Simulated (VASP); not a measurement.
## Sn2PbO2: single point with PBE

Crystal: Sn2PbO2.

```
Sn Pb O
1.0
     4.22849    0.00000    0.00000
    -2.11424    3.66198    0.00000
     0.00000    0.00000    7.52218
Sn Pb O
2 1 2
Cartesian
  0.0000 0.0000 4.4085
  2.1142 1.2207 3.1402
  0.0000 0.0000 0.1394
  0.0000 0.0000 1.9902
  2.1142 1.2207 4.8967
```

The cell was generated, and may not be a known phase.

```
Program                : VASP 6.6.1
Task                   : single point
Functional             : PBE
Potentials or basis    : VASP PAW PBE potentials, release 64 (Sn_d, Pb_d, O)
Cutoff                 : 520 eV
k mesh                 : 6 × 6 × 2
Occupations            : gaussian, width 0.1 eV
Spin                   : no spin polarisation
Dipole correction      : no
Further INCAR settings : ALGO = Normal; EDIFF = 1e-06; NBANDS = 35
```

```yaml
Pressure: 23.2 GPa
Largest_force: 11.709 eV/Å
Band_gap_on_the_k_mesh: zero (bands 27 and 28 overlap by 2.30 eV)
```

Forces in eV/Å, atoms in the order of the input:
```
Sn    0.000   0.000   2.857
Sn    0.000   0.000 -11.709
Pb    0.000   0.000  -6.539
O     0.000   0.000   5.865
O     0.000   0.000   9.526
```

Stress tensor (GPa, compression positive):
```
10.26  0.00  0.00
 0.00 10.26  0.00
 0.00  0.00 49.16
```

Levels at points of the mesh, in eV from the Fermi level:
```tsv
k point	band 23	band 24	band 25	band 26	band 27	band 28	band 29	band 30	band 31	band 32
(0.00, 0.00, 0.00)	-3.82	-3.82	-3.07	-2.19	1.77	1.77	2.00	2.86	2.86	3.83
(0.50, 0.00, 0.00)	-3.98	-3.78	-1.79	-1.35	-1.14	-0.53	1.27	1.59	2.55	3.88
(0.00, 0.00, 0.50)	-3.86	-3.85	-3.85	-2.41	1.61	1.61	2.09	2.96	2.96	4.00
(0.50, 0.00, 0.50)	-4.39	-4.05	-2.91	-1.46	-0.64	-0.10	1.30	2.57	2.57	3.85
```

Run time: 68 s on 1 thread of Intel(R) Xeon(R) Platinum 8488C (Sapphire Rapids), on a shared host, peak memory 0.24 GiB.

Caveat: the k points lie up to 0.42 Å⁻¹ apart, too coarse for converged energies and pressures of a metal; spin-orbit coupling is left out, which moves the levels of the heavy elements; forces of over 1 eV/Å act on the atoms, so gaps and moduli don't describe the material at rest.
